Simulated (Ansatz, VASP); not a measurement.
InP: VASP beside Ansatz

```
In P
1.0
     0.00000    2.90119    2.93050
     2.93050    0.00000    2.93050
     2.93050    2.90119    0.00000
In P
1 1
Direct
  0.00000 0.00000 0.00000
  0.75000 0.75000 0.75000
```

Change from the starting cell: strain -0.0100 x Voigt [0, 1, 0, 0, 0, 0], atoms carried along.

Alike in both runs: task single point; functional r2SCAN; k mesh 8 × 8 × 8; occupations gaussian, width 0.05 eV; no spin polarisation.

|  | VASP | Ansatz |
| --- | --- | --- |
| version | VASP 6.6.1 | Ansatz 0.2.0 |
| potentials or method | VASP PAW PBE potentials, release 64 (In_d, P), cutoff 520 eV | scalar-relativistic, plane waves, PAW |
| valence electrons in the cell | 18 | 18 |

|  | VASP | Ansatz | Ansatz less VASP |
| --- | --- | --- | --- |
| gap on the k mesh at the Fermi level (eV) | 1.19 | 1.19 | -0.005 |
| least direct gap on the mesh (eV) | 1.19 | 1.19 | -0.005 |
| pressure (GPa) | 2.3 | 2.5 | +0.12 |
| traceless stress, the component that is largest in VASP (GPa) | 0.29 | 0.28 | -0.003 |

VASP's potentials were made for PBE, not for r2SCAN.
